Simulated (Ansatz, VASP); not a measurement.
**AlH4 in VASP and in Ansatz**

Contents of INCAR:

```
SYSTEM = AlH4
  PREC = Accurate
  ENCUT = 520
  EDIFF = 1E-6
  ISMEAR = 0
  SIGMA = 0.1
  LREAL = .FALSE.
  LASPH = .TRUE.
  NELM = 100
  ALGO = Normal
  ISIF = 2
  LWAVE = .FALSE.
  LCHARG = .FALSE.
  GGA = PE
  NBANDS = 12
```

KPOINTS

```
regular mesh
0
G
  4 4 4
  0 0 0
```

POSCAR

```
AlH4
1.0
    3.8114425000      0.0000000000      0.0000000000
    0.0000000000      3.8114425000      0.0000000000
    0.0000000000      0.0000000000      3.8114425000
Al H
1 4
Direct
    0.0000000000      0.0000000000      0.0000000000
    0.5000000000      0.0000000000      0.0000000000
    0.0000000000      0.5000000000      0.0000000000
    0.0000000000      0.0000000000      0.5000000000
    0.5000000000      0.5000000000      0.5000000000
```

Input for Ansatz:

```yaml
crystal:
  lattice:
    - [3.8114425, 0.0, 0.0]
    - [0.0, 3.8114425, 0.0]
    - [0.0, 0.0, 3.8114425]
  atoms:
    - { symbol: Al, position: [0.0, 0.0, 0.0] }
    - { symbol: H, position: [0.5, 0.0, 0.0] }
    - { symbol: H, position: [0.0, 0.5, 0.0] }
    - { symbol: H, position: [0.0, 0.0, 0.5] }
    - { symbol: H, position: [0.5, 0.5, 0.5] }
basis:
  ecutwfc: 420
kpoints:
  mp_grid: { grid: [4, 4, 4] }
hamiltonian:
  xc: pbe
scf:
  occupations: { method: gaussian, width: 0.1 }
  lower_state_search: "off"
output:
  forces: true
  stress: true
  eigenvalues: true
```

Alike in both runs: task single point; functional PBE; k mesh 4 × 4 × 4; occupations gaussian, width 0.1 eV; no spin polarisation.

|  | VASP | Ansatz |
| --- | --- | --- |
| version | VASP 6.6.1 | Ansatz 0.2.0 |
| potentials or method | VASP PAW PBE potentials, release 64 (Al, H), cutoff 520 eV | scalar-relativistic, plane waves, PAW |
| valence electrons in the cell | 7 | 7 |

Ansatz gave:

* gap on the k mesh at the Fermi level (eV): none
* pressure (GPa): -12.0

**Question.** What did VASP give for the same quantities?

**Answer.** gap on the k mesh at the Fermi level (eV): none; pressure (GPa): -12.1.

A gap of «none» marks a metal or a gap that the smearing closes.

The k mesh is coarse, so the values compare programs but aren't converged.
